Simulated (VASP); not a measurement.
# PbO (P4/nmm) in VASP: a series of runs, part 2 of 2

VASP 6.6.1. The steps go on from the part before.

### Step 3. Electric field gradients, r2SCAN

File POSCAR:

```
PbO
1.0
    3.9744000000      0.0000000000      0.0000000000
    0.0000000000      3.9744000000      0.0000000000
    0.0000000000      0.0000000000      5.0220000000
Pb O
2 2
Direct
    0.0000000000      0.5000000000      0.2402708219
    0.5000000000      0.0000000000      0.7597291781
    0.0000000000      0.0000000000      0.0000000000
    0.5000000000      0.5000000000      0.0000000000
```

File INCAR.step1:

```
PREC = Accurate
ENCUT = 520
ISMEAR = -1
SIGMA = 0.01
LREAL = False
LASPH = True
NELM = 80
NBANDS = 28
GGA = PE
ALGO = Normal
EDIFF = 1E-4
LWAVE = True
LCHARG = False
```

File INCAR.step2:

```
PREC = Accurate
ENCUT = 520
EDIFF = 1E-8
ISMEAR = -1
SIGMA = 0.01
LREAL = False
LASPH = True
NELM = 80
ALGO = Normal
ISIF = 2
LWAVE = False
LCHARG = False
METAGGA = R2SCAN
LMIXTAU = True
LEFG = True
NBANDS = 28
ISTART = 1
```

File KPOINTS:

```
regular mesh
0
Gamma
  8 8 7
```

Potentials or basis: VASP PAW PBE potentials, release 64 (Pb_d, O).

Run with:

```bash
$ cat potpaw_PBE.64/Pb_d/POTCAR potpaw_PBE.64/O/POTCAR > POTCAR
$ cp INCAR.step1 INCAR
$ mpirun -np 1 vasp_std > vasp.out
$ cp INCAR.step2 INCAR
$ mpirun -np 1 vasp_std > vasp.out
```

OUTCAR:

```text
PREC = Accurate
   ENCUT = 520
   EDIFF = 1E-8
   ISMEAR = -1
   LREAL = False
   LASPH = True
   NELM = 80
   ISIF = 2
   METAGGA = R2SCAN
   ISTART = 1

 ion  position               nearest neighbor table
   1  0.000  0.500  0.240-   3 2.32   4 2.32   3 2.32   4 2.32   2 3.70   2 3.70   2 3.70   2 3.70
                             2 3.83   2 3.83   2 3.83   2 3.83
   2  0.500  0.000  0.760-   3 2.32   4 2.32   4 2.32   3 2.32   1 3.70   1 3.70   1 3.70   1 3.70
                             1 3.83   1 3.83   1 3.83   1 3.83
   3  0.000  0.000  0.000-   1 2.32   2 2.32   1 2.32   2 2.32
   4  0.500  0.500  0.000-   1 2.32   2 2.32   2 2.32   1 2.32

  LATTYP: Found a simple tetragonal cell.
 ALAT       =     3.9744000000
 C/A-ratio  =     1.2635869565

  Lattice vectors:

 A1 = (   3.9744000000,   0.0000000000,   0.0000000000)
 A2 = (   0.0000000000,   3.9744000000,   0.0000000000)
 A3 = (   0.0000000000,   0.0000000000,   5.0220000000)

Analysis of symmetry for initial positions (statically):
=====================================================================
 Subroutine PRICEL returns:
 Original cell was already a primitive cell.

 Routine SETGRP: Setting up the symmetry group for a
 simple tetragonal supercell.

 Subroutine GETGRP returns: Found 16 space group operations
 (whereof  8 operations were pure point group operations)
 out of a pool of 16 trial point group operations.

The static configuration has the point symmetry D_2d.
 The point group associated with its full space group is D_4h.

Analysis of symmetry for dynamics (positions and initial velocities):
=====================================================================
 Subroutine PRICEL returns:
 Original cell was already a primitive cell.

 Routine SETGRP: Setting up the symmetry group for a
 simple tetragonal supercell.

 Subroutine GETGRP returns: Found 16 space group operations
 (whereof  8 operations were pure point group operations)
 out of a pool of 16 trial point group operations.

The dynamic configuration has the point symmetry D_2d.
 The point group associated with its full space group is D_4h.

 Subroutine INISYM returns: Found 16 space group operations
 (whereof  8 operations are pure point group operations),
 and found     1 'primitive' translations

----------------------------------------------------------------------------------------

                                     Primitive cell

  volume of cell :      79.3268

  direct lattice vectors                    reciprocal lattice vectors
     3.974400000  0.000000000  0.000000000     0.251610306  0.000000000  0.000000000
     0.000000000  3.974400000  0.000000000     0.000000000  0.251610306  0.000000000
     0.000000000  0.000000000  5.022000000     0.000000000  0.000000000  0.199123855

  length of vectors
     3.974400000  3.974400000  5.022000000     0.251610306  0.251610306  0.199123855

  position of ions in fractional coordinates (direct lattice)
     0.000000000  0.500000000  0.240270822
     0.500000000  0.000000000  0.759729178
     0.000000000  0.000000000  0.000000000
     0.500000000  0.500000000  0.000000000

  ion indices of the primitive-cell ions
   primitive index   ion index
                 1           1
                 2           2
                 3           3
[... 87 lines left out ...]
   EFERMI =   0.00;   METHOD = LEGACY
   ISMEAR =    -1;   SIGMA  =   0.01  broadening in eV -4-tet -1-fermi 0-gaus
   EFERMI_NEDOS =   21; number of points for ismear=-14 and -15
   IALGO  =     38    algorithm
   IMIX   =      4    mixing-type and parameters
     AMIX     =   0.40;   BMIX     =  1.00
     AMIX_MAG =   1.60;   BMIX_MAG =  1.00
  volume/ion in A,a.u.               =      19.83       133.83
  Fermi-wavevector in a.u.,A,eV,Ry     =   1.303031  2.462372 23.101207  1.697891
  Thomas-Fermi vector in A             =   2.434060
   LORBIT       =      0    0 simple, 1 ext, 2 COOP (PROOUT), +10 PAW based schemes
   METAGGA = R2SCAN    functional components
   LHFCALC =     F    Hartree Fock is set to
   AEXX    =    0.0000 exact exchange contribution
   IVDW    =     0    specifies the selected vdW correction
   LEPSILON=     F    determine dielectric tensor
   LRPA    =     F    only Hartree local field effects (RPA)
 non-spin polarized calculation
  energy-cutoff  :      520.00
  volume of cell :       79.33
 maximum number of plane-waves:      2186
 NGX is ok and might be reduce to    30
   NGX = 15   NGY = 15   NGZ = 19

 number of electron      39.9999997 magnetization

 Free energy of the ion-electron system (eV)
  ---------------------------------------------------
  ext. energy  EPLUGINS =         0.00000000
  ---------------------------------------------------
  free energy    TOTEN  =      -129.49699903 eV

  energy without entropy =     -129.49699903  energy(sigma->0) =     -129.49699903

 E-fermi :   5.1845     XC(G=0): -10.4767

 val. band max:        4.9368807200   @ k =   0.0000   0.0000   0.0000
 cond. band min:       6.3588767419   @ k =   0.5000   0.5000   0.0000
 fundamental gap:      1.4219960219
 Fermi energy:         5.1845253264

 k-point     1 :       0.0000    0.0000    0.0000
  band No.  band energies     occupation
      1     -14.4534      2.00000
      2     -13.8232      2.00000
      3     -11.6376      2.00000
      4     -11.6376      2.00000
      5     -11.5717      2.00000
      6     -11.5692      2.00000
[... 733 lines left out ...]
     27      14.7671      0.00000
     28      14.7671      0.00000

 [... further k-points ...]
[... 5 lines left out ...]
  --------------------------------------------------------------------------------------
  -------------------------------------------------------------------------------------
  Total        0.4631678      0.4631678      0.0040591      0.0000000      0.0000000      0.0000000
  in kB        9.3546829      9.3546829      0.0819830      0.0000000      0.0000000      0.0000000
  external PRESSURE =       6.2637830 kB  Pullay stress =       0.0000000 kB

 VOLUME and BASIS-vectors are now :
 -----------------------------------------------------------------------------
  energy-cutoff  :      520.00
  volume of cell :       79.33
      direct lattice vectors                 reciprocal lattice vectors
     3.974400000  0.000000000  0.000000000     0.251610306  0.000000000  0.000000000
     0.000000000  3.974400000  0.000000000     0.000000000  0.251610306  0.000000000
     0.000000000  0.000000000  5.022000000     0.000000000  0.000000000  0.199123855

 POSITION                                       TOTAL-FORCE (eV/Angst)
 -----------------------------------------------------------------------------------
      0.00000      1.98720      1.20664         0.000000     -0.000000     -0.270885
      1.98720      0.00000      3.81536        -0.000000     -0.000000      0.270885
      0.00000      0.00000      0.00000        -0.000000      0.000000      0.000000
      1.98720      1.98720      0.00000         0.000000     -0.000000      0.000000
 -----------------------------------------------------------------------------------
    total drift:                                0.000000      0.000000      0.000000

  FREE ENERGIE OF THE ION-ELECTRON SYSTEM (eV)
  ---------------------------------------------------
  free  energy   TOTEN  =      -129.4969990286 eV

  energy  without entropy=     -129.4969990286  energy(sigma->0) =     -129.49699903

 Electric field gradients (V/A^2)
---------------------------------------------------------------------
 ion       V_xx      V_yy      V_zz      V_xy      V_xz      V_yz
---------------------------------------------------------------------
   1     137.383   137.383  -274.766    -0.000    -0.000    -0.000
   2     137.383   137.383  -274.766     0.000     0.000    -0.000
   3      -1.443    -1.443     2.886     0.000     0.000     0.000
   4      -1.443    -1.443     2.886     0.000    -0.000    -0.000
---------------------------------------------------------------------

 Electric field gradients after diagonalization (V/A^2)
 (convention: |V_zz| > |V_xx| > |V_yy|)
----------------------------------------------------------------------
 ion       V_xx      V_yy      V_zz     asymmetry (V_yy - V_xx)/ V_zz
----------------------------------------------------------------------
   1     137.383   137.383  -274.766       0.000
   2     137.383   137.383  -274.766       0.000
   3      -1.443    -1.443     2.886       0.000
   4      -1.443    -1.443     2.886       0.000
----------------------------------------------------------------------

           NMR quadrupolar parameters

 Cq : quadrupolar parameter    Cq=e*Q*V_zz/h
 eta: asymmetry parameters     (V_yy - V_xx)/ V_zz
 Q  : nuclear electric quadrupole moment in mb (millibarn)
----------------------------------------------------------------------
 ion       Cq(MHz)       eta       Q (mb)
----------------------------------------------------------------------
   1      -0.664       0.000       1.000
   2      -0.664       0.000       1.000
   3       0.007       0.000       1.000
   4       0.007       0.000       1.000
----------------------------------------------------------------------
```

It took 12 min on 1 thread of Intel Xeon 8259CL, shared host; peak memory 0.27 GiB.

Results:

* Free energy: -129.4970 eV
* Pressure: 0.6 GPa
* Largest force: 0.271 eV/Å
* Band gap on the k mesh: 1.42 eV (least direct gap 2.50 eV)
* Largest electric field gradient by atom: Pb -274.8; O +2.9 V/Å²

Forces in eV/Å, atoms in the order of the input:
```
Pb   0.000  0.000 -0.271
Pb   0.000  0.000  0.271
O    0.000  0.000  0.000
O    0.000  0.000  0.000
```

Levels at points of the mesh, in eV from the valence-band top:
| k point | band 17 | band 18 | band 19 | band 20 | band 21 | band 22 | band 23 | band 24 |
| --- | --- | --- | --- | --- | --- | --- | --- | --- |
| (0.00, 0.00, 0.00) | -1.81 | -1.71 | -1.71 | 0.00 | 2.83 | 5.94 | 5.94 | 5.96 |
| (0.50, 0.00, 0.00) | -3.07 | -3.07 | -1.77 | -1.77 | 3.72 | 3.72 | 7.07 | 7.07 |
| (0.50, 0.50, 0.00) | -1.81 | -1.81 | -1.08 | -1.08 | 1.42 | 1.42 | 5.61 | 5.61 |

Electric field gradients, principal values (V/Å²):
```csv
atom,least,middle,greatest (by size)
1 Pb,137.383,137.383,-274.766
2 Pb,137.383,137.383,-274.766
3 O,-1.443,-1.443,2.886
4 O,-1.443,-1.443,2.886
```

Caveat: without QUAD_EFG the Cq values of the log hold for a quadrupole moment of 1 mb, not for the nuclei; the PAW data sets were made with another functional, which shifts forces and pressure a little; spin-orbit coupling is left out, which moves the levels of the heavy elements.

### Step 4. Electric field gradients, r2SCAN

POSCAR, as its differences from that of step 3:

```diff
@@ -8,4 +8,4 @@
 Direct
-    0.0000000000      0.5000000000      0.2402708219
-    0.5000000000      0.0000000000      0.7597291781
+    0.0000000000      0.5000000000      0.2351000000
+    0.5000000000      0.0000000000      0.7649000000
     0.0000000000      0.0000000000      0.0000000000
```

File INCAR.step1:

```
  PREC = Accurate
  ENCUT = 520
  ISMEAR = -1
  SIGMA = 0.01
  LREAL = F
  LASPH = T
  NELM = 60
  NBANDS = 28
  GGA = PE
  ALGO = Normal
  EDIFF = 1E-4
  LWAVE = T
  LCHARG = F
```

File INCAR.step2:

```
  PREC = Accurate
  ENCUT = 520
  EDIFF = 1E-8
  ISMEAR = -1
  SIGMA = 0.01
  LREAL = F
  LASPH = T
  NELM = 60
  ALGO = Normal
  ISIF = 2
  LWAVE = F
  LCHARG = F
  METAGGA = R2SCAN
  LMIXTAU = T
  LEFG = T
  NBANDS = 28
  ISTART = 1
```

File KPOINTS:

```
Automatic mesh
0
Gamma
  8 8 7
```

Potentials or basis: VASP PAW PBE potentials, release 64 (Pb_d, O).

Run with:

```bash
$ cat potpaw_PBE.64/Pb_d/POTCAR potpaw_PBE.64/O/POTCAR > POTCAR
$ cp INCAR.step1 INCAR
$ mpirun -np 1 vasp_std > vasp.out
$ cp INCAR.step2 INCAR
$ mpirun -np 1 vasp_std > vasp.out
```

OUTCAR:

```text
PREC = Accurate
   ENCUT = 520
   EDIFF = 1E-8
   ISMEAR = -1
   LREAL = F
   LASPH = T
   NELM = 60
   ISIF = 2
   METAGGA = R2SCAN
   ISTART = 1

 ion  position               nearest neighbor table
   1  0.000  0.500  0.235-   3 2.31   4 2.31   3 2.31   4 2.31   2 3.67   2 3.67   2 3.67   2 3.67
                             2 3.87   2 3.87   2 3.87   2 3.87
   2  0.500  0.000  0.765-   3 2.31   4 2.31   4 2.31   3 2.31   1 3.67   1 3.67   1 3.67   1 3.67
                             1 3.87   1 3.87   1 3.87   1 3.87
   3  0.000  0.000  0.000-   1 2.31   2 2.31   1 2.31   2 2.31
   4  0.500  0.500  0.000-   1 2.31   2 2.31   2 2.31   1 2.31

  LATTYP: Found a simple tetragonal cell.
 ALAT       =     3.9744000000
 C/A-ratio  =     1.2635869565

  Lattice vectors:

 A1 = (   3.9744000000,   0.0000000000,   0.0000000000)
 A2 = (   0.0000000000,   3.9744000000,   0.0000000000)
 A3 = (   0.0000000000,   0.0000000000,   5.0220000000)

Analysis of symmetry for initial positions (statically):
=====================================================================
 Subroutine PRICEL returns:
[... 952 lines left out ...]
      1.98720      0.00000      3.84133         0.000000      0.000000     -0.192345
      0.00000      0.00000      0.00000         0.000000      0.000000      0.000000
      1.98720      1.98720      0.00000        -0.000000     -0.000000      0.000000
 -----------------------------------------------------------------------------------
    total drift:                                0.000000      0.000000     -0.000000

  FREE ENERGIE OF THE ION-ELECTRON SYSTEM (eV)
  ---------------------------------------------------
  free  energy   TOTEN  =      -129.4990572070 eV

  energy  without entropy=     -129.4990572070  energy(sigma->0) =     -129.49905721

 Electric field gradients (V/A^2)
---------------------------------------------------------------------
 ion       V_xx      V_yy      V_zz      V_xy      V_xz      V_yz
---------------------------------------------------------------------
   1     134.595   134.595  -269.191    -0.000    -0.000     0.000
   2     134.595   134.595  -269.191    -0.000     0.000     0.000
   3       1.199     1.199    -2.398     0.000     0.000    -0.000
   4       1.199     1.199    -2.398    -0.000     0.000    -0.000
---------------------------------------------------------------------

 Electric field gradients after diagonalization (V/A^2)
 (convention: |V_zz| > |V_xx| > |V_yy|)
----------------------------------------------------------------------
 ion       V_xx      V_yy      V_zz     asymmetry (V_yy - V_xx)/ V_zz
----------------------------------------------------------------------
   1     134.595   134.595  -269.191       0.000
   2     134.595   134.595  -269.191       0.000
   3       1.199     1.199    -2.398       0.000
   4       1.199     1.199    -2.398       0.000
----------------------------------------------------------------------

           NMR quadrupolar parameters

 Cq : quadrupolar parameter    Cq=e*Q*V_zz/h
 eta: asymmetry parameters     (V_yy - V_xx)/ V_zz
 Q  : nuclear electric quadrupole moment in mb (millibarn)
----------------------------------------------------------------------
 ion       Cq(MHz)       eta       Q (mb)
----------------------------------------------------------------------
   1      -0.651       0.000       1.000
   2      -0.651       0.000       1.000
   3      -0.006       0.000       1.000
   4      -0.006       0.000       1.000
----------------------------------------------------------------------
```

Wall time 13 min (1 thread of Intel Xeon 8259CL, shared host); peak memory 0.27 GiB.

What came out:

```yaml
Free_energy: -129.4991 eV
Pressure: 2.1 GPa
Largest_force: 0.192 eV/Å
Band_gap_on_the_k_mesh: 1.56 eV (least direct gap 2.72 eV)
Largest_electric_field_gradient_by_atom: Pb -269.2; O -2.4 V/Å²
```

Forces on the atoms (eV/Å):
```
Pb   0.000  0.000  0.192
Pb   0.000  0.000 -0.192
O    0.000  0.000  0.000
O    0.000  0.000  0.000
```

Electric field gradients, principal values (V/Å²):
```tsv
atom	least	middle	greatest (by size)
1 Pb	134.595	134.595	-269.191
2 Pb	134.595	134.595	-269.191
3 O	1.199	1.199	-2.398
4 O	1.199	1.199	-2.398
```

Caveat: without QUAD_EFG the Cq values of the log hold for a quadrupole moment of 1 mb, not for the nuclei; the PAW data sets were made with another functional, which shifts forces and pressure a little; spin-orbit coupling is left out, which moves the levels of the heavy elements.

### Step 5. Overview

| level | cell | gap on the mesh (eV) | pressure (GPa) | largest force (eV/Å) |
| --- | --- | --- | --- | --- |
| PBE | as given, atomic positions A | 1.25 | 4.9 | 0.50 |
| r2SCAN | as given, atomic positions B | 1.42 | 0.6 | 0.27 |
| r2SCAN | as given, atomic positions A | 1.56 | 2.1 | 0.19 |

Alike in all rows: task electric field gradients; potentials or basis VASP PAW PBE potentials, release 64 (Pb_d, O); no spin polarisation; k mesh 8 × 8 × 7; cutoff (eV) 520; smearing fermi-dirac 0.01 eV.

The pressure there spans 0.6 GPa (r2SCAN) to 4.9 GPa (PBE); a positive pressure means that this level wants a larger cell, a negative one a smaller.

Caveats: spin-orbit coupling is left out, which moves the levels of the heavy elements; the PAW data sets were made with another functional, which shifts forces and pressure a little (at least some runs); the cell stands under pressure (at least some runs).

Total energies depend on the potentials used, so only differences within one code and one set of settings carry meaning.
